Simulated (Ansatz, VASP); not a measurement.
**Rh: VASP beside Ansatz**

File INCAR:

```
  PREC = Accurate
  ENCUT = 520
  EDIFF = 1E-6
  ISMEAR = 0
  SIGMA = 0.15
  LREAL = False
  LASPH = True
  NELM = 60
  ALGO = Fast
  ISIF = 2
  LWAVE = False
  LCHARG = False
  GGA = PS
  NBANDS = 14
```

Contents of KPOINTS:

```
Automatic mesh
0
Gamma
  22 22 22
```

Contents of POSCAR:

```
Rh
1.0
    0.0000000000      1.9300732500      1.9015500000
    1.9300732500      0.0000000000      1.9015500000
    1.9300732500      1.9300732500      0.0000000000
Rh
1
Direct
    0.0000000000      0.0000000000      0.0000000000
```

Input for Ansatz:

```yaml
crystal:
  lattice:
    - [0.0, 1.93007325, 1.90155]
    - [1.93007325, 0.0, 1.90155]
    - [1.93007325, 1.93007325, 0.0]
  atoms:
    - { symbol: Rh, position: [0.0, 0.0, 0.0] }
basis:
  ecutwfc: 420
kpoints:
  mp_grid: { grid: [22, 22, 22] }
hamiltonian:
  xc: pbesol
scf:
  occupations: { method: gaussian, width: 0.15 }
output:
  forces: true
  stress: true
  eigenvalues: true
```

Change from the starting cell: strain +0.015 along x and y, +0.000 along z, atoms carried along.

Alike in both runs: task single point; functional PBEsol; k mesh 22 × 22 × 22; occupations gaussian, width 0.15 eV; no spin polarisation.

|  | VASP | Ansatz |
| --- | --- | --- |
| version | VASP 6.6.1 | Ansatz 0.2.0 |
| potentials or method | VASP PAW PBE potentials, release 64 (Rh_pv), cutoff 520 eV | scalar-relativistic, plane waves, PAW |
| valence electrons in the cell | 15 | 17 |

```csv
,VASP,Ansatz,Ansatz less VASP
gap on the k mesh at the Fermi level (eV),none,none,-
pressure (GPa),-12.6,-12.4,+0.12
"traceless stress, the component that is largest in VASP (GPa)",2.22,2.22,+0.007
```

VASP's potentials were made for PBE, not for PBEsol. A gap of «none» marks a metal or a gap that the smearing closes. With one functional, cell and mesh, what is left measures potentials, basis and numerics. VASP's potentials hold 15 valence electrons a cell and Ansatz's 17, so a difference there can come from the potentials and not from the codes.
